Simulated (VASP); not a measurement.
Set up this calculation in VASP 6.6.1, as the native input.

| Item | Value |
| --- | --- |
| Task | single point |
| Functional | r2SCAN |
| Potentials or basis | VASP PAW PBE potentials, release 64 (Ge_d, C, Be) |
| Cutoff | 520 eV |
| k mesh | 8 × 8 × 3 |
| Occupations | gaussian, width 0.2499 eV |
| Spin | no spin polarisation |
| Dipole correction | no |
| Further INCAR settings | ALGO = Normal; EDIFF = 1e-06; NBANDS = 47 |

The system is Be2Ge2C.

```
CELL_PARAMETERS angstrom
3.64144 0.00000 0.00000
0.00000 3.64144 0.00000
0.00000 0.00000 8.98584
ATOMIC_POSITIONS crystal
Ge 0.25000 0.25000 0.34690
Ge 0.75000 0.75000 0.65310
Ge 0.75000 0.25000 0.00000
Ge 0.25000 0.75000 0.00000
C 0.25000 0.25000 0.56938
C 0.75000 0.75000 0.43062
Be 0.25000 0.25000 0.12916
Be 0.75000 0.75000 0.87084
Be 0.75000 0.25000 0.50000
Be 0.25000 0.75000 0.50000
```

These files were run (other wordings do the same):

POSCAR

```
Be2Ge2C
1.0
    3.6414410000      0.0000000000      0.0000000000
    0.0000000000      3.6414410000      0.0000000000
    0.0000000000      0.0000000000      8.9858430000
Ge C Be
4 2 4
Direct
    0.2500000000      0.2500000000      0.3468958761
    0.7500000000      0.7500000000      0.6531041239
    0.7500000000      0.2500000000      0.0000000000
    0.2500000000      0.7500000000      0.0000000000
    0.2500000000      0.2500000000      0.5693783047
    0.7500000000      0.7500000000      0.4306216953
    0.2500000000      0.2500000000      0.1291600424
    0.7500000000      0.7500000000      0.8708399576
    0.7500000000      0.2500000000      0.5000000000
    0.2500000000      0.7500000000      0.5000000000
```

INCAR.step1

```
SYSTEM = Be2Ge2C
  PREC = Accurate
  ENCUT = 520
  ISMEAR = 0
  SIGMA = 0.2499
  LREAL = .FALSE.
  LASPH = .TRUE.
  NELM = 80
  NBANDS = 47
  GGA = PE
  ALGO = Normal
  EDIFF = 1E-4
  LWAVE = .TRUE.
  LCHARG = .FALSE.
```

INCAR.step2

```
SYSTEM = Be2Ge2C
  PREC = Accurate
  ENCUT = 520
  EDIFF = 1E-6
  ISMEAR = 0
  SIGMA = 0.2499
  LREAL = .FALSE.
  LASPH = .TRUE.
  NELM = 80
  ALGO = Normal
  ISIF = 2
  LWAVE = .FALSE.
  LCHARG = .TRUE.
  METAGGA = R2SCAN
  LMIXTAU = .TRUE.
  LELF = .TRUE.
  LVHAR = .TRUE.
  NBANDS = 47
  ISTART = 1
```

KPOINTS

```
regular mesh
0
G
  8 8 3
  0 0 0
```

Potentials or basis: VASP PAW PBE potentials, release 64 (Ge_d, C, Be).

Launch:

```sh
$ cat potpaw_PBE.64/Ge_d/POTCAR potpaw_PBE.64/C/POTCAR potpaw_PBE.64/Be/POTCAR > POTCAR
$ cp INCAR.step1 INCAR
$ mpirun -np 1 vasp_std > vasp.out
$ cp INCAR.step2 INCAR
$ mpirun -np 1 vasp_std > vasp.out
```

Results of the run:

```
Pressure               : 21.2 GPa
Largest force          : 0.057 eV/Å
Band gap on the k mesh : zero (bands 36 and 37 overlap by 1.07 eV)
```

Caveat: the stress differs along the axes, from 16 to 32 GPa; the PAW data sets were made with another functional, which shifts forces and pressure a little.

Wall time 10 min on 1 thread of AMD EPYC 7R43 64-Core Processor (Zen 3) (shared host), peak memory 0.28 GiB.
